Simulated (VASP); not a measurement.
# Zn3F (Pm-3m) in VASP: a series of runs

The runs below take Zn3F through single point, relaxation of cell and atoms, with PBE.

All numbers are computed with VASP 6.6.1; they aren't measurements. Logs are shortened: lines on timing, memory, paths and dates and some standing lists are left out, and cuts for length are marked.

## 1. The cell of the first run

The structure is cubic, space group Pm-3m (No. 221). Conventional cell: a = 3.952 Å, b = 3.952 Å, c = 3.952 Å, α = 90.00°, β = 90.00°, γ = 90.00°. Zn (site symmetry 4/mmm) has 8 Zn at 2.79 Å and 4 F at 2.79 Å within 3.7 Å. F (site symmetry m-3m) has 12 Zn at 2.79 Å within 3.7 Å.

The cell was generated, and may not be a known phase.

## 2. Single point, PBE

File INCAR:

```
SYSTEM = Zn3F
PREC     = Accurate       ! precision mode
ENCUT    = 520            ! plane-wave cutoff, eV
EDIFF    = 1E-7           ! SCF threshold, eV
ISMEAR   = 0              ! smearing method
SIGMA    = 0.1            ! smearing width, eV
LREAL    = .False.        ! projectors in reciprocal space
LASPH    = .True.         ! aspherical terms in the spheres
NELM     = 60             ! most SCF steps
ALGO     = Normal         ! electronic algorithm
ISIF     = 2              ! what is computed and relaxed
LWAVE    = .False.        ! write WAVECAR
LCHARG   = .False.        ! write CHGCAR
GGA      = PE             ! functional
NBANDS   = 30             ! bands
```

File KPOINTS:

```
regular mesh
0
Gamma
  6 6 6
  0 0 0
```

File POSCAR:

```
Zn3F
1.0
    3.9522930153      0.0000000000      0.0000000000
    0.0000000000      3.9522930153      0.0000000000
    0.0000000000      0.0000000000      3.9522930153
Zn F
3 1
Direct
    0.0000000000      0.5000000000      0.5000000000
    0.5000000000      0.0000000000      0.5000000000
    0.5000000000      0.5000000000      0.0000000000
    0.0000000000      0.0000000000      0.0000000000
```

Potentials or basis: VASP PAW PBE potentials, release 64 (Zn, F).

Command:

```console
$ cat potpaw_PBE.64/Zn/POTCAR potpaw_PBE.64/F/POTCAR > POTCAR
$ mpirun -np 1 vasp_std > vasp.out
```

OUTCAR:

```text
SYSTEM = Zn3F
   PREC = Accurate
   ENCUT = 520
   EDIFF = 1E-7
   ISMEAR = 0
   LREAL = .False.
   LASPH = .True.
   NELM = 60
   ISIF = 2
   GGA = PE

 ion  position               nearest neighbor table
   1  0.000  0.500  0.500-   2 2.79   3 2.79   3 2.79   2 2.79   2 2.79   3 2.79   3 2.79   2 2.79

   2  0.500  0.000  0.500-   1 2.79   3 2.79   3 2.79   1 2.79   3 2.79   3 2.79   1 2.79   1 2.79

   3  0.500  0.500  0.000-   1 2.79   2 2.79   1 2.79   2 2.79   2 2.79   2 2.79   1 2.79   1 2.79

   4  0.000  0.000  0.000-

  LATTYP: Found a simple cubic cell.
 ALAT       =     3.9522930153

  Lattice vectors:

 A1 = (   3.9522930153,   0.0000000000,   0.0000000000)
 A2 = (   0.0000000000,   3.9522930153,   0.0000000000)
 A3 = (   0.0000000000,   0.0000000000,   3.9522930153)

Analysis of symmetry for initial positions (statically):
=====================================================================
 Subroutine PRICEL returns:
 Original cell was already a primitive cell.

 Routine SETGRP: Setting up the symmetry group for a
 simple cubic supercell.

 Subroutine GETGRP returns: Found 48 space group operations
 (whereof 48 operations were pure point group operations)
 out of a pool of 48 trial point group operations.

The static configuration has the point symmetry O_h .

Analysis of symmetry for dynamics (positions and initial velocities):
=====================================================================
 Subroutine PRICEL returns:
 Original cell was already a primitive cell.

 Routine SETGRP: Setting up the symmetry group for a
 simple cubic supercell.

 Subroutine GETGRP returns: Found 48 space group operations
 (whereof 48 operations were pure point group operations)
 out of a pool of 48 trial point group operations.

The dynamic configuration has the point symmetry O_h .

 Subroutine INISYM returns: Found 48 space group operations
 (whereof 48 operations are pure point group operations),
 and found     1 'primitive' translations

----------------------------------------------------------------------------------------

                                     Primitive cell

  volume of cell :      61.7373

  direct lattice vectors                    reciprocal lattice vectors
     3.952293015  0.000000000  0.000000000     0.253017678  0.000000000  0.000000000
[... 84 lines left out ...]
   NELM   =     60;   NELMIN=  2; NELMDL= -5     # of ELM steps
   EDIFF  = 0.1E-06   stopping-criterion for ELM
   LREAL  =      F    real-space projection
   EDIFFG = 0.1E-05   stopping-criterion for IOM
   NSW    =      0    number of steps for IOM
   IBRION =     -1    ionic relax: 0-MD 1-quasi-New 2-CG
   NFREE  =      0    steps in history (QN), initial steepest desc. (CG)
   ISIF   =      2    stress and relaxation
   ISYM   =      2    0-nonsym 1-usesym 2-fastsym
   POTIM  = 0.5000    time-step for ionic-motion
   TEBEG  =    0.0;   TEEND  =   0.0 temperature during run
   PSTRESS=    0.0 pullay stress
   NELECT =      43.0000    total number of electrons
   NUPDOWN=      -1.0000    fix difference up-down
   EMIN   =  10.00;   EMAX   =-10.00  energy-range for DOS
   EFERMI =   0.00;   METHOD = LEGACY
   ISMEAR =     0;   SIGMA  =   0.10  broadening in eV -4-tet -1-fermi 0-gaus
   EFERMI_NEDOS =   21; number of points for ismear=-14 and -15
   IALGO  =     38    algorithm
   IMIX   =      4    mixing-type and parameters
     AMIX     =   0.40;   BMIX     =  1.00
     AMIX_MAG =   1.60;   BMIX_MAG =  1.00
  volume/ion in A,a.u.               =      15.43       104.16
  Fermi-wavevector in a.u.,A,eV,Ry     =   1.451160  2.742294 28.652022  2.105864
  Thomas-Fermi vector in A             =   2.568689
   LORBIT       =      0    0 simple, 1 ext, 2 COOP (PROOUT), +10 PAW based schemes
   GGA     = PE    functional components
   LHFCALC =     F    Hartree Fock is set to
   AEXX    =    0.0000 exact exchange contribution
   IVDW    =     0    specifies the selected vdW correction
   LEPSILON=     F    determine dielectric tensor
   LRPA    =     F    only Hartree local field effects (RPA)
 non-spin polarized calculation
 Gauss-broadening in eV      SIGMA  =   0.10
  energy-cutoff  :      520.00
  volume of cell :       61.74
 maximum number of plane-waves:      1743
 NGX is ok and might be reduce to    30
   NGX = 15   NGY = 15   NGZ = 15

 number of electron      43.0000037 magnetization

 Free energy of the ion-electron system (eV)
  ---------------------------------------------------
  ext. energy  EPLUGINS =         0.00000000
  ---------------------------------------------------
  free energy    TOTEN  =        -6.63532827 eV

  energy without entropy =       -6.62704552  energy(sigma->0) =       -6.63118690

 E-fermi :   1.9038     XC(G=0): -10.7097

 val. band max:        1.9028395655   @ k =   0.1667   0.1667   0.0000
 cond. band min:       1.9110771547   @ k =   0.1667   0.1667   0.0000
 fundamental gap:      0.0082375892
 Fermi energy:         1.9038212195

 k-point     1 :       0.0000    0.0000    0.0000
  band No.  band energies     occupation
      1     -20.6096      2.00000
      2      -6.5677      2.00000
      3      -5.7295      2.00000
      4      -5.7295      2.00000
      5      -5.7295      2.00000
      6      -5.5560      2.00000
[... 649 lines left out ...]
     29      17.2334      0.00000
     30      18.1909      0.00000

------------------------ aborting loop because EDIFF is reached ----------------------------------------

  FORCE on cell =-STRESS in cart. coord.  units (eV):
  Direction    XX          YY          ZZ          XY          YZ          ZX
  --------------------------------------------------------------------------------------
  -------------------------------------------------------------------------------------
  Total        0.0472203      0.0472203      0.0472203      0.0000000      0.0000000     -0.0000000
  in kB        1.2254396      1.2254396      1.2254396      0.0000000      0.0000000     -0.0000000
  external PRESSURE =       1.2254396 kB  Pullay stress =       0.0000000 kB

 VOLUME and BASIS-vectors are now :
 -----------------------------------------------------------------------------
  energy-cutoff  :      520.00
  volume of cell :       61.74
      direct lattice vectors                 reciprocal lattice vectors
     3.952293015  0.000000000  0.000000000     0.253017678  0.000000000  0.000000000
     0.000000000  3.952293015  0.000000000     0.000000000  0.253017678  0.000000000
     0.000000000  0.000000000  3.952293015     0.000000000  0.000000000  0.253017678

 POSITION                                       TOTAL-FORCE (eV/Angst)
 -----------------------------------------------------------------------------------
      0.00000      1.97615      1.97615         0.000000      0.000000      0.000000
      1.97615      0.00000      1.97615         0.000000      0.000000      0.000000
      1.97615      1.97615      0.00000         0.000000      0.000000      0.000000
      0.00000      0.00000      0.00000         0.000000      0.000000      0.000000
 -----------------------------------------------------------------------------------
    total drift:                                0.000000      0.000000     -0.000000

  FREE ENERGIE OF THE ION-ELECTRON SYSTEM (eV)
  ---------------------------------------------------
  free  energy   TOTEN  =        -6.6353282693 eV

  energy  without entropy=       -6.6270455245  energy(sigma->0) =       -6.63118690
```

It took 20 s on 1 thread of Intel Xeon Platinum 8559C (Emerald Rapids), shared host; peak memory 0.18 GiB.

What came out:

```yaml
Free_energy: -6.6353 eV
Pressure: 0.1 GPa
Band_gap_on_the_k_mesh: zero (an odd number of electrons rules out a gap without spin polarisation)
```

Levels at points of the mesh, in eV from the Fermi level:
| k point | band 19 | band 20 | band 21 | band 22 | band 23 | band 24 |
| --- | --- | --- | --- | --- | --- | --- |
| (0.00, 0.00, 0.00) | -4.40 | -4.40 | 1.91 | 1.91 | 1.91 | 2.28 |
| (0.50, 0.00, 0.00) | -3.99 | -3.99 | -2.66 | 2.75 | 2.75 | 3.68 |
| (0.50, 0.50, 0.00) | -4.52 | -3.79 | -0.96 | -0.96 | 0.11 | 5.47 |
| (0.50, 0.50, 0.50) | -4.96 | -2.56 | -1.06 | -1.06 | -1.06 | 2.07 |

Caveat: an odd number of electrons without spin polarisation forces a metal; a magnetic or distorted state may lie lower.

## 3. Relaxation of cell and atoms, PBE

This run uses another cell than the first one, of 11.49 Å³/atom.

File INCAR:

```
SYSTEM = Zn3F
  ALGO = Normal
  EDIFF = 1E-6
  EDIFFG = -0.04
  ENCUT = 600
  GGA = PE
  IBRION = 2
  ISIF = 3
  ISMEAR = 0
  LASPH = .True.
  LCHARG = .False.
  LREAL = .False.
  LWAVE = .False.
  NELM = 80
  NSW = 90
  PREC = Accurate
  SIGMA = 0.1
```

File KPOINTS:

```
k-points
0
Gamma
  6 6 6
  0 0 0
```

File POSCAR:

```
Zn3F
1.0
    3.5823600400      0.0000000000      0.0000000000
    0.0000000000      3.5823600400      0.0000000000
    0.0000000000      0.0000000000      3.5823600400
Zn F
3 1
Direct
    0.0000000000      0.5000000000      0.5000000000
    0.5000000000      0.0000000000      0.5000000000
    0.5000000000      0.5000000000      0.0000000000
    0.0000000000      0.0000000000      0.0000000000
```

Potentials or basis: VASP PAW PBE potentials, release 64 (Zn, F).

Command:

```console
$ cat potpaw_PBE.64/Zn/POTCAR potpaw_PBE.64/F/POTCAR > POTCAR
$ mpirun -np 1 vasp_std > vasp.out
```

Wall time 47 s (1 thread of Intel Xeon Platinum 8559C (Emerald Rapids), shared host); peak memory 0.18 GiB.

Results (log left out):

```
Free energy                           : -6.6206 eV
Relaxed volume                        : 15.43 Å³/atom
Relaxed cell                          : a = 3.952 Å, b = 3.952 Å, c = 3.952 Å, α = 90.00°, β = 90.00°, γ = 90.00°
Space group after relaxing (to 0.1 Å) : Pm-3m (No. 221)
Energy gained by relaxing             : 313.2 meV/atom
Ionic steps                           : 4
Pressure after relaxing               : 0.0 GPa
Band gap on the k mesh                : zero (an odd number of electrons rules out a gap without spin polarisation)
```

The path:
```csv
step,energy change (eV),largest force (eV/Å),pressure (GPa),volume (Å³)
1,0.0000,0.0000,34.19,45.97
2,-1.2346,0.0000,-2.14,64.30
3,-1.2520,0.0000,0.46,61.22
4,-1.2527,0.0000,-0.01,61.74
```

Final structure:
```cif
data_structure
_symmetry_space_group_name_H-M 'P 1'
_symmetry_Int_Tables_number 1
_cell_length_a 3.9523
_cell_length_b 3.9523
_cell_length_c 3.9523
_cell_angle_alpha 90.000
_cell_angle_beta 90.000
_cell_angle_gamma 90.000
_cell_volume 61.74
loop_
_atom_site_label
_atom_site_type_symbol
_atom_site_fract_x
_atom_site_fract_y
_atom_site_fract_z
_atom_site_occupancy
Zn1 Zn 0.00000 0.50000 0.50000 1
Zn2 Zn 0.50000 0.00000 0.50000 1
Zn3 Zn 0.50000 0.50000 0.00000 1
F1 F 0.00000 0.00000 0.00000 1
```

Levels at points of the mesh, in eV from the Fermi level:
```csv
k point,band 19,band 20,band 21,band 22,band 23,band 24
"(0.00, 0.00, 0.00)",-4.40,-4.40,1.91,1.91,1.91,2.28
"(0.50, 0.00, 0.00)",-3.99,-3.99,-2.66,2.75,2.75,3.68
"(0.50, 0.50, 0.00)",-4.52,-3.79,-0.96,-0.96,0.11,5.47
"(0.50, 0.50, 0.50)",-4.96,-2.56,-1.06,-1.06,-1.06,2.07
```

Caveat: the volume moved by over 15 % at a fixed basis, so the end points are rough; an odd number of electrons without spin polarisation forces a metal; a magnetic or distorted state may lie lower.

[end of part 1 of 2]

The gap in the log of VASP goes by the Fermi energy; the results here count the filled bands.